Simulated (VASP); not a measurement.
**Sc: single point with HSE06**

Crystal: Sc.

```
Sc
1.0
    -1.91721    1.91721    1.71760
     1.91721   -1.91721    1.71760
     1.91721    1.91721   -1.71760
Sc
1
Direct
  0.00000 0.00000 0.00000
```

- Program: VASP 6.6.1
- Task: single point
- Functional: HSE06
- Potentials or basis: VASP PAW PBE potentials, release 64 (Sc_sv)
- Cutoff: 520 eV
- k mesh: 6 × 6 × 6
- Occupations: fermi-dirac, width 0.05 eV
- Spin: no spin polarisation

```
Pressure               : 0.5 GPa
Band gap on the k mesh : zero (an odd number of electrons rules out a gap without spin polarisation)
```

Stress tensor (GPa, compression positive):
```
-0.75  0.00  0.00
 0.00 -0.75  0.00
 0.00  0.00  3.04
```

Levels at points of the mesh, in eV from the Fermi level:
| k point | band 1 | band 2 | band 3 | band 4 | band 5 | band 6 | band 7 | band 8 | band 9 | band 10 |
| --- | --- | --- | --- | --- | --- | --- | --- | --- | --- | --- |
| (0.00, 0.00, 0.00) | -54.24 | -31.07 | -31.07 | -31.03 | -6.40 | 1.71 | 2.45 | 2.45 | 2.98 | 3.87 |
| (0.50, 0.00, 0.00) | -54.18 | -31.44 | -31.19 | -31.08 | -2.02 | 0.27 | 0.55 | 3.43 | 4.19 | 4.97 |
| (0.50, 0.50, 0.00) | -54.19 | -31.46 | -31.12 | -31.06 | -2.20 | -0.51 | 1.46 | 2.89 | 3.55 | 4.91 |
| (0.50, 0.50, 0.50) | -54.15 | -31.35 | -31.35 | -31.23 | -1.69 | -1.43 | 4.65 | 4.65 | 4.80 | 5.47 |

Wall time 10 min on 1 thread of Intel(R) Xeon(R) 6975P-C (Granite Rapids) (shared host), peak memory 0.25 GiB.

Caveat: the k points lie up to 0.41 Å⁻¹ apart, too coarse for converged energies and pressures of a metal; the PAW data sets were made with another functional, which shifts forces and pressure a little.
